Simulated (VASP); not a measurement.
# HfN (Fm-3m) in VASP: a series of runs, part 2 of 2

VASP 6.6.1.

### 3 Single point, revPBE

This run uses another cell than the first one, of 14.35 Å³/atom, 1.250 times its volume.

File INCAR:

```
PREC     = Accurate       # precision mode
ENCUT    = 520            # plane-wave cutoff, eV
EDIFF    = 1E-6           # SCF threshold, eV
ISMEAR   = 1              # smearing method
SIGMA    = 0.1            # smearing width, eV
LREAL    = False          # projectors in reciprocal space
LASPH    = True           # aspherical terms in the spheres
NELM     = 100            # most SCF steps
ALGO     = Normal         # electronic algorithm
ISIF     = 2              # what is computed and relaxed
LWAVE    = False          # write WAVECAR
LCHARG   = False          # write CHGCAR
GGA      = RE             # functional
NBANDS   = 14             # bands
```

File KPOINTS:

```
regular mesh
0
Gamma
  10 10 10
```

File POSCAR:

```
HfN
1.0
    0.0000000000      2.4302023304      2.4302023304
    2.4302023304      0.0000000000      2.4302023304
    2.4302023304      2.4302023304      0.0000000000
Hf N
1 1
Direct
    0.0000000000      0.0000000000      0.0000000000
    0.5000000000      0.5000000000      0.5000000000
```

Potentials or basis: VASP PAW PBE potentials, release 64 (Hf_pv, N).

Command:

```bash
$ cat potpaw_PBE.64/Hf_pv/POTCAR potpaw_PBE.64/N/POTCAR > POTCAR
$ mpirun -np 1 vasp_std > vasp.out
```

OUTCAR:

```text
PREC = Accurate
   ENCUT = 520
   EDIFF = 1E-6
   ISMEAR = 1
   LREAL = False
   LASPH = True
   NELM = 100
   ISIF = 2
   GGA = RE

 ion  position               nearest neighbor table
   1  0.000  0.000  0.000-   2 2.43   2 2.43   2 2.43   2 2.43   2 2.43   2 2.43
   2  0.500  0.500  0.500-   1 2.43   1 2.43   1 2.43   1 2.43   1 2.43   1 2.43

  LATTYP: Found a face centered cubic cell.
 ALAT       =     4.8604046608

  Lattice vectors:

 A1 = (   0.0000000000,   2.4302023304,   2.4302023304)
 A2 = (   2.4302023304,   0.0000000000,   2.4302023304)
 A3 = (   2.4302023304,   2.4302023304,   0.0000000000)

Analysis of symmetry for initial positions (statically):
=====================================================================
 Subroutine PRICEL returns:
 Original cell was already a primitive cell.

 Routine SETGRP: Setting up the symmetry group for a
 face centered cubic supercell.

 Subroutine GETGRP returns: Found 48 space group operations
 (whereof 48 operations were pure point group operations)
 out of a pool of 48 trial point group operations.

The static configuration has the point symmetry O_h .

Analysis of symmetry for dynamics (positions and initial velocities):
[... 169 lines left out ...]
      1     -25.3973      2.00000
      2     -25.3973      2.00000
      3     -25.3973      2.00000
      4      -9.6562      2.00000
      5       3.8890      2.00000
      6       3.8890      2.00000
      7       3.8890      2.00000
      8       6.3683      2.00094
      9       6.3683      2.00094
     10       6.3683      2.00094
     11       6.5966      1.63127
     12       8.0978     -0.00000
     13       8.0978     -0.00000
     14      15.6497      0.00000
[... 377 lines left out ...]
      1     -25.6837      2.00000
      2     -25.5128      2.00000
      3     -25.5009      2.00000
      4      -8.6383      2.00000
      5       0.6824      2.00000
      6       2.5447      2.00000
      7       2.8963      2.00000
      8       4.6674      2.00000
      9       9.4405      0.00000
     10       9.6425      0.00000
     11      10.0283      0.00000
     12      10.0826      0.00000
     13      13.4822      0.00000
     14      15.3711      0.00000

 [... further k-points ...]
[... 5 lines left out ...]
  --------------------------------------------------------------------------------------
  -------------------------------------------------------------------------------------
  Total       -5.9290317     -5.9290317     -5.9290317      0.0000000      0.0000000      0.0000000
  in kB     -330.9307026   -330.9307026   -330.9307026      0.0000000      0.0000000      0.0000000
  external PRESSURE =    -330.9307026 kB  Pullay stress =       0.0000000 kB

 VOLUME and BASIS-vectors are now :
 -----------------------------------------------------------------------------
  energy-cutoff  :      520.00
  volume of cell :       28.70
      direct lattice vectors                 reciprocal lattice vectors
     0.000000000  2.430202330  2.430202330    -0.205744186  0.205744186  0.205744186
     2.430202330  0.000000000  2.430202330     0.205744186 -0.205744186  0.205744186
     2.430202330  2.430202330  0.000000000     0.205744186  0.205744186 -0.205744186

 POSITION                                       TOTAL-FORCE (eV/Angst)
 -----------------------------------------------------------------------------------
      0.00000      0.00000      0.00000        -0.000000     -0.000000     -0.000000
      2.43020      2.43020      2.43020         0.000000      0.000000      0.000000
 -----------------------------------------------------------------------------------
    total drift:                                0.000000      0.000000      0.000000

  FREE ENERGIE OF THE ION-ELECTRON SYSTEM (eV)
  ---------------------------------------------------
  free  energy   TOTEN  =       -20.3120155303 eV

  energy  without entropy=      -20.3113885780  energy(sigma->0) =      -20.31180655
```

It took 9.7 s on 1 thread of Intel Xeon 6975P-C (Granite Rapids), shared host; peak memory 0.16 GiB.

What came out:

```
Free energy : -20.3120 eV
Pressure    : -33.1 GPa
```

Levels at points of the mesh, in eV from the Fermi level:
```csv
k point,band 4,band 5,band 6,band 7,band 8,band 9,band 10,band 11,band 12,band 13
"(0.00, 0.00, 0.00)",-16.29,-2.75,-2.75,-2.75,-0.27,-0.27,-0.27,-0.04,1.46,1.46
"(0.50, 0.00, 0.00)",-14.61,-7.66,-5.16,-5.16,2.37,2.68,2.68,3.35,6.49,6.49
"(0.50, 0.50, 0.00)",-15.36,-5.23,-3.48,-3.48,-2.94,3.01,3.35,3.98,3.98,5.54
```

Caveat: the PAW data sets were made with another functional, which shifts forces and pressure a little; spin-orbit coupling is left out, which moves the levels of the heavy elements.

### 4 Single point, PBE (volume scaled by 0.96)

File INCAR:

```
ALGO = Normal
EDIFF = 1E-7
ENCUT = 520
GGA = PE
ISIF = 2
ISMEAR = -1
LASPH = T
LCHARG = F
LREAL = F
LWAVE = F
NBANDS = 14
NELM = 60
PREC = Accurate
SIGMA = 0.05
```

File KPOINTS:

```
k-points
0
Gamma
  10 10 10
```

File POSCAR:

```
HfN
1.0
    0.0000000000      2.2255097759      2.2255097759
    2.2255097759      0.0000000000      2.2255097759
    2.2255097759      2.2255097759      0.0000000000
Hf N
1 1
Direct
    0.0000000000      0.0000000000      0.0000000000
    0.5000000000      0.5000000000      0.5000000000
```

Potentials or basis: VASP PAW PBE potentials, release 64 (Hf_pv, N).

Command:

```bash
$ cat potpaw_PBE.64/Hf_pv/POTCAR potpaw_PBE.64/N/POTCAR > POTCAR
$ mpirun -np 1 vasp_std > vasp.out
```

OUTCAR:

```text
EDIFF = 1E-7
   ENCUT = 520
   GGA = PE
   ISIF = 2
   ISMEAR = -1
   LASPH = T
   LREAL = F
   NELM = 60
   PREC = Accurate

 ion  position               nearest neighbor table
   1  0.000  0.000  0.000-   2 2.23   2 2.23   2 2.23   2 2.23   2 2.23   2 2.23
   2  0.500  0.500  0.500-   1 2.23   1 2.23   1 2.23   1 2.23   1 2.23   1 2.23

  LATTYP: Found a face centered cubic cell.
 ALAT       =     4.4510195518

  Lattice vectors:

 A1 = (   0.0000000000,   2.2255097759,   2.2255097759)
 A2 = (   2.2255097759,   0.0000000000,   2.2255097759)
 A3 = (   2.2255097759,   2.2255097759,   0.0000000000)

Analysis of symmetry for initial positions (statically):
=====================================================================
 Subroutine PRICEL returns:
 Original cell was already a primitive cell.

 Routine SETGRP: Setting up the symmetry group for a
 face centered cubic supercell.

 Subroutine GETGRP returns: Found 48 space group operations
 (whereof 48 operations were pure point group operations)
 out of a pool of 48 trial point group operations.

The static configuration has the point symmetry O_h .

Analysis of symmetry for dynamics (positions and initial velocities):
=====================================================================
 Subroutine PRICEL returns:
 Original cell was already a primitive cell.

 Routine SETGRP: Setting up the symmetry group for a
 face centered cubic supercell.

 Subroutine GETGRP returns: Found 48 space group operations
 (whereof 48 operations were pure point group operations)
 out of a pool of 48 trial point group operations.

The dynamic configuration has the point symmetry O_h .

 Subroutine INISYM returns: Found 48 space group operations
 (whereof 48 operations are pure point group operations),
 and found     1 'primitive' translations

----------------------------------------------------------------------------------------

                                     Primitive cell

  volume of cell :      22.0454

  direct lattice vectors                    reciprocal lattice vectors
     0.000000000  2.225509776  2.225509776    -0.224667627  0.224667627  0.224667627
     2.225509776  0.000000000  2.225509776     0.224667627 -0.224667627  0.224667627
     2.225509776  2.225509776  0.000000000     0.224667627  0.224667627 -0.224667627

  length of vectors
     3.147346108  3.147346108  3.147346108     0.389135745  0.389135745  0.389135745

  position of ions in fractional coordinates (direct lattice)
     0.000000000  0.000000000  0.000000000
     0.500000000  0.500000000  0.500000000

  ion indices of the primitive-cell ions
   primitive index   ion index
                 1           1
                 2           2

----------------------------------------------------------------------------------------

 KPOINTS: k-points

Automatic generation of k-mesh.
 Grid dimensions read from file:
 generate k-points for:   10   10   10

 Generating k-lattice:

  Cartesian coordinates                     Fractional coordinates (reciprocal lattice)
    -0.022466763  0.022466763  0.022466763     0.100000000  0.000000000  0.000000000
     0.022466763 -0.022466763  0.022466763     0.000000000  0.100000000  0.000000000
     0.022466763  0.022466763 -0.022466763     0.000000000  0.000000000  0.100000000

  Length of vectors
     0.038913574  0.038913574  0.038913574

  Shift w.r.t. Gamma in fractional coordinates (k-lattice)
     0.000000000  0.000000000  0.000000000

 Subroutine IBZKPT returns following result:
 ===========================================

 Found     47 irreducible k-points:

 Following reciprocal coordinates:
            Coordinates               Weight
  0.000000  0.000000  0.000000      1.000000
  0.100000  0.000000  0.000000      8.000000
  0.200000  0.000000  0.000000      8.000000
  0.300000  0.000000  0.000000      8.000000
  0.400000  0.000000  0.000000      8.000000
  0.500000  0.000000  0.000000      4.000000
[... 16 lines left out ...]
  0.300000  0.300000  0.000000      6.000000
  0.400000  0.300000  0.000000     24.000000
 [... further k-points ...]
   k-points           NKPTS =     47   k-points in BZ     NKDIM =     47   number of bands    NBANDS=     14
   number of dos      NEDOS =    301   number of ions     NIONS =      2
   total plane-waves  NPLWV =  13824
   dimension x,y,z NGX =    24 NGY =   24 NGZ =   24
   dimension x,y,z NGXF=    48 NGYF=   48 NGZF=   48
   ions per type =               1   1
   NGX,Y,Z   is equivalent  to a cutoff of  12.68, 12.68, 12.68 a.u.
   NGXF,Y,Z  is equivalent  to a cutoff of  25.35, 25.35, 25.35 a.u.
 SYSTEM =  unknown system
   PREC   = accura    normal or accurate (medium, high low for compatibility)
   ISTART =      0    job   : 0-new  1-cont  2-samecut
   ICHARG =      2    charge: 1-file 2-atom 10-const
   ISPIN  =      1    spin polarized calculation?
   LNONCOLLINEAR =      F non collinear calculations
   LSORBIT =      F    spin-orbit coupling
   LASPH  =      T    aspherical Exc in radial PAW
   ENCUT  =  520.0 eV  38.22 Ry    6.18 a.u.   5.85  5.85  5.85*2*pi/ulx,y,z
   NELM   =     60;   NELMIN=  2; NELMDL= -5     # of ELM steps
   EDIFF  = 0.1E-06   stopping-criterion for ELM
   LREAL  =      F    real-space projection
   EDIFFG = 0.1E-05   stopping-criterion for IOM
   NSW    =      0    number of steps for IOM
   IBRION =     -1    ionic relax: 0-MD 1-quasi-New 2-CG
   NFREE  =      0    steps in history (QN), initial steepest desc. (CG)
   ISIF   =      2    stress and relaxation
   ISYM   =      2    0-nonsym 1-usesym 2-fastsym
   POTIM  = 0.5000    time-step for ionic-motion
   TEBEG  =    0.0;   TEEND  =   0.0 temperature during run
   PSTRESS=    0.0 pullay stress
   NELECT =      15.0000    total number of electrons
   NUPDOWN=      -1.0000    fix difference up-down
   EMIN   =  10.00;   EMAX   =-10.00  energy-range for DOS
   EFERMI =   0.00;   METHOD = LEGACY
   ISMEAR =    -1;   SIGMA  =   0.05  broadening in eV -4-tet -1-fermi 0-gaus
   EFERMI_NEDOS =   21; number of points for ismear=-14 and -15
   IALGO  =     38    algorithm
   IMIX   =      4    mixing-type and parameters
     AMIX     =   0.40;   BMIX     =  1.00
     AMIX_MAG =   1.60;   BMIX_MAG =  1.00
  volume/ion in A,a.u.               =      11.02        74.38
  Fermi-wavevector in a.u.,A,eV,Ry     =   1.439900  2.721017 28.209133  2.073313
  Thomas-Fermi vector in A             =   2.558704
   LORBIT       =      0    0 simple, 1 ext, 2 COOP (PROOUT), +10 PAW based schemes
   GGA     = PE    functional components
   LHFCALC =     F    Hartree Fock is set to
   AEXX    =    0.0000 exact exchange contribution
   IVDW    =     0    specifies the selected vdW correction
   LEPSILON=     F    determine dielectric tensor
   LRPA    =     F    only Hartree local field effects (RPA)
 non-spin polarized calculation
  energy-cutoff  :      520.00
  volume of cell :       22.05
 maximum number of plane-waves:       609
   NGX = 11   NGY = 11   NGZ = 11

 number of electron      15.0000001 magnetization

 Free energy of the ion-electron system (eV)
  ---------------------------------------------------
  ext. energy  EPLUGINS =         0.00000000
  ---------------------------------------------------
  free energy    TOTEN  =       -21.68840915 eV

  energy without entropy =      -21.68211420  energy(sigma->0) =      -21.68526167

 E-fermi :   8.8319     XC(G=0): -12.9694

 val. band max:        8.7895944656   @ k =  -0.4000   0.3000   0.0000
 cond. band min:       8.8394844593   @ k =  -0.1000   0.1000   0.0000
 fundamental gap:      0.0498899937
 Fermi energy:         8.8319247401

 k-point     1 :       0.0000    0.0000    0.0000
  band No.  band energies     occupation
      1     -22.1778      2.00000
      2     -22.1778      2.00000
      3     -22.1778      2.00000
      4      -8.9910      2.00000
      5       5.7039      2.00000
      6       5.7039      2.00000
      7       5.7039      2.00000
      8       8.4192      1.99948
      9       8.4192      1.99948
     10       8.4192      1.99948
     11      10.8723      0.00000
     12      10.8723      0.00000
     13      11.0254      0.00000
     14      18.4658      0.00000
[... 375 lines left out ...]
 k-point    24 :       0.4000    0.3000    0.0000
  band No.  band energies     occupation
      1     -22.9706      2.00000
      2     -22.4866      2.00000
      3     -22.4521      2.00000
      4      -7.5213      2.00000
      5       2.0712      2.00000
      6       4.0679      2.00000
      7       4.5871      2.00000
      8       6.2066      2.00000
      9      13.1223      0.00000
     10      13.6851      0.00000
     11      13.8354      0.00000
     12      14.0270      0.00000
     13      18.4590      0.00000
     14      20.7307      0.00000

 [... further k-points ...]
[... 5 lines left out ...]
  --------------------------------------------------------------------------------------
  -------------------------------------------------------------------------------------
  Total        2.3436739      2.3436739      2.3436739      0.0000000      0.0000000      0.0000000
  in kB      170.3292547    170.3292547    170.3292547      0.0000000      0.0000000      0.0000000
  external PRESSURE =     170.3292547 kB  Pullay stress =       0.0000000 kB

 VOLUME and BASIS-vectors are now :
 -----------------------------------------------------------------------------
  energy-cutoff  :      520.00
  volume of cell :       22.05
      direct lattice vectors                 reciprocal lattice vectors
     0.000000000  2.225509776  2.225509776    -0.224667627  0.224667627  0.224667627
     2.225509776  0.000000000  2.225509776     0.224667627 -0.224667627  0.224667627
     2.225509776  2.225509776  0.000000000     0.224667627  0.224667627 -0.224667627

 POSITION                                       TOTAL-FORCE (eV/Angst)
 -----------------------------------------------------------------------------------
      0.00000      0.00000      0.00000         0.000000      0.000000      0.000000
      2.22551      2.22551      2.22551        -0.000000     -0.000000     -0.000000
 -----------------------------------------------------------------------------------
    total drift:                                0.000000     -0.000000     -0.000000

  FREE ENERGIE OF THE ION-ELECTRON SYSTEM (eV)
  ---------------------------------------------------
  free  energy   TOTEN  =       -21.6884091486 eV

  energy  without entropy=      -21.6821141970  energy(sigma->0) =      -21.68526167
```

stdout:

```text
POSCAR found type information on POSCAR HfN
 POSCAR found :  2 types and       2 ions
 scaLAPACK will be used
 LDA part: xc-table for (Slater+PW92), standard interpolation
 POSCAR, INCAR and KPOINTS ok, starting setup
 FFT: planning ... GRIDC
 FFT: planning ... GRID_SOFT
 FFT: planning ... GRID
 WAVECAR not read
 entering main loop
```

It took 20 s on 1 thread of AMD EPYC 7R13 (Zen 3), shared host; peak memory 0.11 GiB.

Results:

* Free energy: -21.6884 eV
* Pressure: 17.0 GPa

Levels at points of the mesh, in eV from the Fermi level:
| k point | band 5 | band 6 | band 7 | band 8 | band 9 | band 10 | band 11 | band 12 |
| --- | --- | --- | --- | --- | --- | --- | --- | --- |
| (0.00, 0.00, 0.00) | -3.13 | -3.13 | -3.13 | -0.41 | -0.41 | -0.41 | 2.04 | 2.04 |
| (0.50, 0.00, 0.00) | -9.19 | -6.46 | -6.46 | 3.45 | 3.90 | 3.90 | 4.63 | 9.35 |
| (0.50, 0.50, 0.00) | -5.44 | -4.05 | -3.76 | -3.76 | 4.31 | 5.84 | 5.84 | 6.10 |

Caveat: the cell differs from its parent crystal (volume scaled by 0.96); spin-orbit coupling is left out, which moves the levels of the heavy elements.

### 5 Single point, PBE (volume scaled by 0.98)

File INCAR:

```
PREC = Accurate
ENCUT = 520
EDIFF = 1E-6
ISMEAR = -1
SIGMA = 0.05
LREAL = False
LASPH = True
NELM = 100
ALGO = Normal
ISIF = 2
LWAVE = False
LCHARG = True
GGA = PE
LELF = True
LVHAR = True
NBANDS = 14
```

File KPOINTS:

```
Automatic mesh
0
Gamma
  10 10 10
```

File POSCAR:

```
HfN
1.0
    0.0000000000      2.2408586042      2.2408586042
    2.2408586042      0.0000000000      2.2408586042
    2.2408586042      2.2408586042      0.0000000000
Hf N
1 1
Direct
    0.0000000000      0.0000000000      0.0000000000
    0.5000000000      0.5000000000      0.5000000000
```

Command:

```bash
$ cat potpaw_PBE.64/Hf_pv/POTCAR potpaw_PBE.64/N/POTCAR > POTCAR
$ mpirun -np 1 vasp_std > vasp.out
```

It took 19 s on 1 thread of AMD EPYC 7R13 (Zen 3), shared host; peak memory 0.12 GiB.

It converged, with:

```yaml
Free_energy: -21.7277 eV
Pressure: 10.3 GPa
```

Levels at points of the mesh, in eV from the Fermi level:
```tsv
k point	band 6	band 7	band 8	band 9	band 10	band 11
(0.00, 0.00, 0.00)	-3.10	-3.10	-0.40	-0.40	-0.40	1.99
(0.50, 0.00, 0.00)	-6.35	-6.35	3.35	3.79	3.79	4.52
(0.50, 0.50, 0.00)	-3.96	-3.75	-3.75	4.19	5.68	5.68
```

Caveat: the cell differs from its parent crystal (volume scaled by 0.98); spin-orbit coupling is left out, which moves the levels of the heavy elements.

### 6 The runs side by side

| level | cell | smearing | gap on the mesh (eV) | pressure (GPa) |
| --- | --- | --- | --- | --- |
| PBE | a = 3.190 Å, angles 60.0°, 2 atoms | fermi-dirac 0.05 eV | none | 4.2 |
| revPBE | a = 3.437 Å, angles 60.0°, 2 atoms | methfessel-paxton 0.1 eV | none | -33.1 |
| PBE | a = 3.147 Å, angles 60.0°, 2 atoms | fermi-dirac 0.05 eV | none | 17.0 |
| PBE | a = 3.169 Å, angles 60.0°, 2 atoms | fermi-dirac 0.05 eV | none | 10.3 |

Alike in all rows: task single point; potentials or basis VASP PAW PBE potentials, release 64 (Hf_pv, N); no spin polarisation; k mesh 10 × 10 × 10; cutoff (eV) 520.

Caveats: spin-orbit coupling is left out, which moves the levels of the heavy elements; the PAW data sets were made with another functional, which shifts forces and pressure a little (some runs).

Absolute energies hang on the potentials; compare differences alone.
